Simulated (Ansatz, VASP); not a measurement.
Two plane-wave programs on Li2S

The input INCAR:

```
SYSTEM = Li2S
PREC = Accurate
ENCUT = 750
EDIFF = 1E-6
ISMEAR = 0
SIGMA = 0.02
LREAL = .FALSE.
LASPH = .TRUE.
NELM = 120
ALGO = Normal
ISIF = 2
LWAVE = .FALSE.
LCHARG = .FALSE.
GGA = PE
NBANDS = 13
GGA_COMPAT = .FALSE.
```

File KPOINTS:

```
Automatic mesh
0
G
  8 8 8
  0 0 0
```

POSCAR

```
Li2S
1.0
    0.0000000000      2.8239976742      2.8239976742
    2.8239976742      0.0000000000      2.8239976742
    2.8239976742      2.8239976742      0.0000000000
Li S
2 1
Direct
    0.2500000000      0.2500000000      0.2500000000
    0.7500000000      0.7500000000      0.7500000000
    0.0000000000      0.0000000000      0.0000000000
```

Input for Ansatz:

```yaml
crystal:
  lattice:
    - [0.0, 2.8239976742, 2.8239976742]
    - [2.8239976742, 0.0, 2.8239976742]
    - [2.8239976742, 2.8239976742, 0.0]
  atoms:
    - { symbol: Li, position: [0.25, 0.25, 0.25] }
    - { symbol: Li, position: [0.75, 0.75, 0.75] }
    - { symbol: S, position: [0.0, 0.0, 0.0] }
basis:
  ecutwfc: 420
kpoints:
  mp_grid: { grid: [8, 8, 8] }
hamiltonian:
  xc: pbe
scf:
  occupations: { method: gaussian, width: 0.02 }
output:
  forces: true
  stress: true
  eigenvalues: true
```

Alike in both runs: task single point; functional PBE; k mesh 8 × 8 × 8; occupations gaussian, width 0.02 eV; no spin polarisation.

|  | VASP | Ansatz |
| --- | --- | --- |
| version | VASP 6.6.1 | Ansatz 0.2.0 |
| potentials or method | VASP PAW PBE potentials, release 64 (Li_sv, S), cutoff 750 eV | scalar-relativistic, plane waves, PAW |
| valence electrons in the cell | 12 | 12 |

|  | VASP | Ansatz | Ansatz less VASP |
| --- | --- | --- | --- |
| gap on the k mesh at the Fermi level (eV) | 3.37 | 3.37 | +0.001 |
| least direct gap on the mesh (eV) | 4.41 | 4.40 | -0.003 |
| pressure (GPa) | 1.2 | 1.3 | +0.14 |
